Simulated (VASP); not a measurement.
Crystal: LaNb2N2.

```
CELL_PARAMETERS angstrom
4.02107 0.00000 0.00000
-2.01054 3.48235 0.00000
0.00000 0.00000 6.67787
ATOMIC_POSITIONS crystal
La 0.00000 0.00000 0.00000
Nb 0.33333 0.66667 0.63190
Nb 0.66667 0.33333 0.36810
N 0.33333 0.66667 0.25201
N 0.66667 0.33333 0.74799
```

The cell was generated, and may not be a known phase.

| Item | Value |
| --- | --- |
| Program | VASP 6.6.1 |
| Task | relaxation of cell and atoms |
| Functional | PBE |
| Potentials or basis | VASP PAW PBE potentials, release 64 (La, Nb_sv, N) |
| Cutoff | 600 eV |
| k mesh | 6 × 6 × 4 |
| Occupations | gaussian, width 0.1 eV |
| Spin | no spin polarisation |

At the start: pressure -25.6 GPa; volume 18.70 Å³/atom.

Question: How do energy, volume and symmetry change on relaxing?

Answer: Over 14 steps the energy falls by 492.1 meV/atom and the volume is 15.26 Å³/atom (-18.4 %); space group P-3m1 (No. 164, to 0.1 Å) before and after.

The path:
```csv
step,energy change (eV),largest force (eV/Å),pressure (GPa),volume (Å³)
1,0.0000,1.4469,-25.63,93.51
2,1.0396,3.7780,77.28,58.50
3,-2.0792,1.1530,-1.02,74.98
4,-2.0859,1.1265,0.72,74.29
5,-2.0864,1.1121,1.64,73.94
6,-2.2898,0.8016,1.92,73.94
7,-2.3846,0.3815,3.95,73.82
8,-2.3946,0.4361,-5.48,78.31
9,-2.4222,0.3985,-1.41,76.18
10,-2.4521,0.2384,-0.46,76.15
11,-2.4561,0.2403,0.20,76.14
12,-2.4561,0.2199,0.14,76.14
13,-2.4605,0.0675,0.09,76.29
14,-2.4606,0.0334,-0.02,76.32
```

Final structure:
```
La Nb N
1.0
     3.61386    0.00000    0.00000
    -1.80693    3.12969    0.00000
     0.00000    0.00000    6.74824
La Nb N
1 2 2
Cartesian
  0.0000 0.0000 0.0000
  0.0000 2.0865 4.2571
  1.8069 1.0432 2.4911
  0.0000 2.0865 1.9449
  1.8069 1.0432 4.8034
```

Caveat: the volume moved by over 15 % at a fixed basis, so the end points are rough.
